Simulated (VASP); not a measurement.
A run of VASP 6.6.1:

The input POSCAR:

```
Al7SiCN7
1.0
    9.3991550000      0.0000000000      0.0000000000
    0.0000000000     10.8350440000      0.0000000000
    0.0000000000      0.0000000000      9.9280560000
Al Si N C
42 6 42 6
Direct
    0.1628990000      0.0860760000      0.2503850000
    0.1658840000      0.0835600000      0.7482140000
    0.9959430000      0.3278280000      0.2513010000
    0.9996020000      0.3342910000      0.7485180000
    0.5004550000      0.0864340000      0.2389110000
    0.5000260000      0.0822260000      0.7529230000
    0.3337920000      0.3286190000      0.7430990000
    0.1684180000      0.5833590000      0.7501510000
    0.0022160000      0.8342500000      0.2493700000
    0.0021280000      0.8343350000      0.7496440000
    0.8370830000      0.0809350000      0.2114030000
    0.8314040000      0.0830330000      0.7568270000
    0.6679890000      0.3333160000      0.7427220000
    0.4976600000      0.5824750000      0.7454680000
    0.3339080000      0.8394450000      0.2527290000
    0.3345580000      0.8344530000      0.7507070000
    0.8324800000      0.5812360000      0.2526040000
    0.8340780000      0.5889510000      0.7508560000
    0.6662480000      0.8340790000      0.2506890000
    0.6631470000      0.8343020000      0.7490130000
    0.9930910000      0.1616170000      0.5006050000
    0.0041230000      0.1692630000      0.9882180000
    0.3363360000      0.1586030000      0.4999190000
    0.3315280000      0.1667820000      0.9983510000
    0.1637800000      0.4161790000      0.5022930000
    0.1683250000      0.4200280000      0.9966790000
    0.9985920000      0.6698590000      0.5014930000
    0.0038780000      0.6662000000      0.9980890000
    0.6706240000      0.1528300000      0.4973220000
    0.6598420000      0.1698920000      0.9897150000
    0.3310330000      0.6705680000      0.5013870000
    0.3314480000      0.6656930000      0.9969430000
    0.1648710000      0.9185780000      0.5013270000
    0.1683050000      0.9186420000      0.9972410000
    0.8353900000      0.4171800000      0.5032780000
    0.8316470000      0.4174490000      0.9965380000
    0.6715420000      0.6692070000      0.5032580000
    0.6645390000      0.6629610000      0.9980220000
    0.5018160000      0.9172380000      0.4981180000
    0.5002420000      0.9150450000      0.9998780000
    0.8341100000      0.9210100000      0.4992240000
    0.8314750000      0.9092720000      0.9870870000
    0.3322910000      0.3344090000      0.2517630000
    0.1699880000      0.5806970000      0.2554970000
    0.6676080000      0.3330460000      0.2507650000
    0.4976500000      0.5823180000      0.2519850000
    0.5001560000      0.4174310000      0.4952340000
    0.4976650000      0.4173680000      0.9939490000
    0.0126080000      0.1746690000      0.1813250000
    0.3293730000      0.1854520000      0.1953330000
    0.3329970000      0.1672260000      0.6866360000
    0.1809160000      0.4230500000      0.1976120000
    0.1725980000      0.4200090000      0.6898910000
    0.0148410000      0.6521960000      0.1943990000
    0.0051340000      0.6621790000      0.6905760000
    0.6549810000      0.1891850000      0.1881650000
    0.4948920000      0.4202790000      0.1876360000
    0.4959490000      0.4204900000      0.6707700000
    0.3347850000      0.6542500000      0.1980460000
    0.3339800000      0.6649390000      0.6899220000
    0.1694640000      0.9175010000      0.1899990000
    0.1719030000      0.9137630000      0.6916450000
    0.8207590000      0.4129320000      0.1932470000
    0.8320540000      0.4246760000      0.6926040000
    0.6513710000      0.6537960000      0.1940390000
    0.6613190000      0.6609740000      0.6914840000
    0.4999310000      0.9139640000      0.1932520000
    0.4952270000      0.9130440000      0.6874230000
    0.8337080000      0.8946610000      0.1807820000
    0.1710810000      0.0841590000      0.4375790000
    0.1707690000      0.0843890000      0.9421480000
    0.0012490000      0.3406730000      0.4369800000
    0.0025620000      0.3441370000      0.9450060000
    0.4960090000      0.0817020000      0.4297440000
    0.3439270000      0.3415860000      0.4308190000
    0.3418910000      0.3430730000      0.9415980000
    0.1696550000      0.5821970000      0.4320550000
    0.1694290000      0.5828140000      0.9421070000
    0.0053950000      0.8292330000      0.4369270000
    0.0078960000      0.8275280000      0.9433820000
    0.6543080000      0.3499350000      0.4270460000
    0.6534630000      0.3501350000      0.9411200000
    0.4962850000      0.5739290000      0.4313260000
    0.4955890000      0.5721150000      0.9429310000
    0.3328560000      0.8311900000      0.4400770000
    0.3333030000      0.8269720000      0.9439860000
    0.8336350000      0.5837510000      0.4405880000
    0.8339760000      0.5848650000      0.9468590000
    0.6620980000      0.8266860000      0.4373950000
    0.6581200000      0.8220100000      0.9422950000
    0.0017840000      0.1698800000      0.6945600000
    0.6616730000      0.1703850000      0.6885740000
    0.8327160000      0.9102530000      0.6943810000
    0.4929110000      0.0817860000      0.9493970000
    0.8335900000      0.0822980000      0.4104880000
    0.8318350000      0.0842750000      0.9672160000
```

INCAR.step1

```
SYSTEM = Al7SiCN7
PREC = Accurate
ENCUT = 520
EDIFF = 1E-5
ISMEAR = -1
SIGMA = 0.05
LREAL = Auto
LASPH = .TRUE.
NELM = 120
ALGO = Normal
ISIF = 2
LWAVE = .TRUE.
LCHARG = .FALSE.
NBANDS = 246
GGA = PE
ISYM = -1
GGA_COMPAT = .FALSE.
KPAR = 1
```

Contents of INCAR.step2:

```
SYSTEM = Al7SiCN7
PREC = Accurate
ENCUT = 520
EDIFF = 1E-6
ISMEAR = -1
SIGMA = 0.05
LREAL = Auto
LASPH = .TRUE.
NELM = 120
ALGO = Normal
ISIF = 2
LWAVE = .FALSE.
LCHARG = .FALSE.
GGA = PE
LHFCALC = .TRUE.
HFSCREEN = 0.2079
PRECFOCK = Fast
NBANDS = 246
ISTART = 1
ISYM = -1
GGA_COMPAT = .FALSE.
KPAR = 1
```

Contents of KPOINTS:

```
explicit points
1
Reciprocal
  0.25000000   0.25000000   0.25000000 1
```

Potentials or basis: VASP PAW PBE potentials, release 64 (Al, Si, N, C).

Run with:

```console
$ cat potpaw_PBE.64/Al/POTCAR potpaw_PBE.64/Si/POTCAR potpaw_PBE.64/N/POTCAR potpaw_PBE.64/C/POTCAR > POTCAR
$ cp INCAR.step1 INCAR
$ mpirun -np 4 vasp_std > vasp.out
$ cp INCAR.step2 INCAR
$ mpirun -np 4 vasp_std > vasp.out
```

Hardware: 4 MPI ranks on Intel(R) Xeon(R) Platinum 8259CL CPU @ 2.50GHz (Skylake/Cascade Lake), on a shared host.

How long does it take, and how much memory?

It took 27 min on 4 MPI ranks on Intel(R) Xeon(R) Platinum 8259CL CPU @ 2.50GHz (Skylake/Cascade Lake), with other jobs on the host, peak memory 0.82 GiB a rank. Counts: k points 1.
